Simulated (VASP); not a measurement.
A run of VASP 6.6.1:

INCAR

```
PREC = Accurate
ENCUT = 520
EDIFF = 1E-6
ISMEAR = 0
SIGMA = 0.02
LREAL = F
LASPH = T
NELM = 100
ALGO = Normal
ISIF = 2
LWAVE = F
LCHARG = F
GGA = PE
IVDW = 12
NBANDS = 20
```

Contents of KPOINTS:

```
regular mesh
0
Gamma
  8 8 8
```

The input POSCAR:

```
CdF2
1.0
    0.0000000000      2.6086797945      2.6086797945
    2.6086797945      0.0000000000      2.6086797945
    2.6086797945      2.6086797945      0.0000000000
Cd F
1 2
Direct
    0.0000000000      0.0000000000      0.0000000000
    0.2500000000      0.2500000000      0.2500000000
    0.7500000000      0.7500000000      0.7500000000
```

Potentials or basis: VASP PAW PBE potentials, release 64 (Cd, F).

Launch:

```sh
$ cat potpaw_PBE.64/Cd/POTCAR potpaw_PBE.64/F/POTCAR > POTCAR
$ mpirun -np 1 vasp_std > vasp.out
```

Hardware: 1 thread of Intel(R) Xeon(R) Platinum 8559C (Emerald Rapids) (shared host).

Question: How long does it take, and how much memory?

Answer: Run time: 11 s on 1 thread of Intel(R) Xeon(R) Platinum 8559C (Emerald Rapids), with other jobs on the host, peak memory 0.17 GiB. Counts: scf iterations 14, k points 29.
